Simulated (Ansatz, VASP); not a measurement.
## Br: VASP beside Ansatz

```
Br
1.0
    -1.42165    1.42165    3.38265
     1.42165   -1.42165    3.38265
     1.42165    1.42165   -3.38265
Br
1
Direct
  0.00000 0.00000 0.00000
```

Alike in both runs: task single point; functional PBE; dispersion D3(BJ); k mesh 22 × 22 × 22; occupations gaussian, width 0.15 eV; no spin polarisation.

|  | VASP | Ansatz |
| --- | --- | --- |
| version | VASP 6.6.1 | Ansatz 0.2.0 |
| potentials or method | VASP PAW PBE potentials, release 64 (Br), cutoff 520 eV | scalar-relativistic, plane waves, PAW |
| valence electrons in the cell | 7 | 7 |

|  | VASP | Ansatz | Ansatz less VASP |
| --- | --- | --- | --- |
| gap on the k mesh at the Fermi level (eV) | none | none | - |
| pressure (GPa) | 0.4 | 0.3 | -0.01 |
| traceless stress, the component that is largest in VASP (GPa) | 0.81 | 0.82 | +0.009 |

A gap of «none» marks a metal or a gap that the smearing closes.
